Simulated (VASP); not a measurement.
Set up this calculation in VASP 6.6.1, as the native input.

```
Task                   : single point
Functional             : r2SCAN
Potentials or basis    : VASP PAW PBE potentials, release 64 (C)
Cutoff                 : 660 eV
k mesh                 : 9 × 9 × 9
Occupations            : fermi-dirac, width 0.02 eV
Spin                   : no spin polarisation
Dipole correction      : no
Further INCAR settings : ALGO = Normal; EDIFF = 1e-06; NBANDS = 11
```

The system is C.

```
C
1.0
     0.00000    1.78337    1.78337
     1.78337    0.00000    1.78337
     1.78337    1.78337    0.00000
C
2
Direct
  0.00000 0.00000 0.00000
  0.25000 0.25000 0.25000
```

The input as run:

POSCAR

```
C
1.0
    0.0000000000      1.7833700000      1.7833700000
    1.7833700000      0.0000000000      1.7833700000
    1.7833700000      1.7833700000      0.0000000000
C
2
Direct
    0.0000000000      0.0000000000      0.0000000000
    0.2500000000      0.2500000000      0.2500000000
```

INCAR.step1

```
ALGO     = Normal         # electronic algorithm
EDIFF    = 1E-5           # SCF threshold, eV
ENCUT    = 660            # plane-wave cutoff, eV
GGA      = PE             # functional
GGA_COMPAT= False        
ISMEAR   = -1             # smearing method
LASPH    = True           # aspherical terms in the spheres
LCHARG   = False          # write CHGCAR
LREAL    = False          # projectors in reciprocal space
LWAVE    = True           # write WAVECAR
NBANDS   = 11             # bands
NELM     = 120            # most SCF steps
PREC     = Accurate       # precision mode
SIGMA    = 0.02           # smearing width, eV
```

INCAR.step2

```
ALGO     = Normal         # electronic algorithm
EDIFF    = 1E-6           # SCF threshold, eV
ENCUT    = 660            # plane-wave cutoff, eV
GGA_COMPAT= False        
ISIF     = 2              # what is computed and relaxed
ISMEAR   = -1             # smearing method
ISTART   = 1            
LASPH    = True           # aspherical terms in the spheres
LCHARG   = False          # write CHGCAR
LMIXTAU  = True         
LREAL    = False          # projectors in reciprocal space
LWAVE    = False          # write WAVECAR
METAGGA  = R2SCAN         # meta-GGA
NBANDS   = 11             # bands
NELM     = 120            # most SCF steps
PREC     = Accurate       # precision mode
SIGMA    = 0.02           # smearing width, eV
```

KPOINTS

```
k-points
0
Gamma
  9 9 9
```

Potentials or basis: VASP PAW PBE potentials, release 64 (C).

Command:

```sh
$ cat potpaw_PBE.64/C/POTCAR > POTCAR
$ cp INCAR.step1 INCAR
$ mpirun -np 1 vasp_std > vasp.out
$ cp INCAR.step2 INCAR
$ mpirun -np 1 vasp_std > vasp.out
```

Results of the run:

| Quantity | Value |
| --- | --- |
| Pressure | -2.3 GPa |
| Band gap on the k mesh | 4.34 eV, indirect (least direct gap 5.84 eV) |

Caveat: the PAW data sets were made with another functional, which shifts forces and pressure a little.

It used 34 s of CPU time on 1 thread of AMD EPYC 7R13 Processor (Zen 3) (shared host).
